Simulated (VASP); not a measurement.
Set up this calculation in VASP 6.6.1, as the native input.

```yaml
Task: single point
Functional: LDA
Potentials_or_basis: VASP PAW LDA potentials, release 64 (Ba_sv, Ti_sv, O)
Cutoff: 600 eV
k_mesh: 7 × 7 × 3
Occupations: gaussian, width 0.05 eV
Spin: no spin polarisation
Dipole_correction: no
Further_INCAR_settings: ALGO = Normal; EDIFF = 1e-06; NBANDS = 73
```

The structure of BaTiO3 lies in POSCAR:

```
BaTiO3
1.0
    2.7879170996     -1.6096046879     -2.2805008955
    0.0000000000      3.2192093758     -2.2805008955
    8.7175205013      5.0330628081      7.1298250784
Ba Ti O
3 3 9
Direct
    0.9993414043      0.9993414043      0.8810048670
    0.9994404035      0.9994404035      0.2413608077
    0.9993909039      0.9993909039      0.5611828373
    0.4906487445      0.4906487445      0.0842693350
    0.4905992449      0.4905992449      0.4040913647
    0.4905497453      0.4905497453      0.7239133944
    0.5089553553      0.0132133336      0.0784147674
    0.5089058557      0.0131638340      0.3982367971
    0.5088563561      0.0131143344      0.7180588268
    0.0132133336      0.5089553553      0.0784147674
    0.0131638340      0.5089058557      0.3982367971
    0.0131143344      0.5088563561      0.7180588268
    0.5089308162      0.5089308162      0.2369639870
    0.5088813166      0.5088813166      0.5567860167
    0.5088318170      0.5088318170      0.8766080463
```

This cell differs from its parent crystal: the distance across one plane changed.

One way to write it, as run:

INCAR

```
PREC = Accurate
ENCUT = 600
EDIFF = 1E-6
ISMEAR = 0
SIGMA = 0.05
LREAL = F
LASPH = T
NELM = 120
ALGO = Normal
ISIF = 2
LWAVE = F
LCHARG = F
NBANDS = 73
GGA_COMPAT = F
```

KPOINTS

```
Automatic mesh
0
Gamma
  7 7 3
```

Potentials or basis: VASP PAW LDA potentials, release 64 (Ba_sv, Ti_sv, O).

Launch:

```sh
$ cat potpaw_LDA.64/Ba_sv/POTCAR potpaw_LDA.64/Ti_sv/POTCAR potpaw_LDA.64/O/POTCAR > POTCAR
$ mpirun -np 1 vasp_std > vasp.out
```

It gave:

The pressure is -1.6 GPa, the largest force is 0.995 eV/Å and the band gap on the k mesh is 1.89 eV (least direct gap 2.39 eV).

Caveat: the cell differs from its parent crystal (the distance across one plane changed); spin-orbit coupling is left out, which moves the levels of the heavy elements; an odd mesh through Γ misses points on the zone boundary, where band edges can lie.

It took 11 min on 1 thread of Intel(R) Xeon(R) Platinum 8559C (Emerald Rapids), with other jobs on the host, peak memory 0.65 GiB.
